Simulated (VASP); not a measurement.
Here is a VASP 6.6.1 calculation.

INCAR

```
SYSTEM = Hf
ALGO = Fast ; EDIFF = 1E-7
ENCUT = 520 ; GGA = PS
ISIF = 2 ; ISMEAR = 0
LASPH = .TRUE. ; LCHARG = .FALSE.
LREAL = .FALSE. ; LWAVE = .FALSE.
NBANDS = 11 ; NELM = 100
PREC = Accurate ; SIGMA = 0.15
```

File KPOINTS:

```
k-points
0
G
  20 20 20
  0 0 0
```

POSCAR

```
Hf
1.0
   -1.8558716195      1.8558716195      1.7074018899
    1.8558716195     -1.8558716195      1.7074018899
    1.8558716195      1.8558716195     -1.7074018899
Hf
1
Direct
    0.0000000000      0.0000000000      0.0000000000
```

Potentials or basis: VASP PAW PBE potentials, release 64 (Hf_pv).

The run is started by

```bash
$ cat potpaw_PBE.64/Hf_pv/POTCAR > POTCAR
$ mpirun -np 1 vasp_std > vasp.out
```

(1) Estimate the pressure.

(2) What does it give for the band gap on the k mesh?

Answers

(1) -9.2 GPa.

(2) zero (bands 5 and 6 overlap by 1.99 eV).

Caveat: the cell stands under tension; the PAW data sets were made with another functional, which shifts forces and pressure a little; spin-orbit coupling is left out, which moves the levels of the heavy elements.
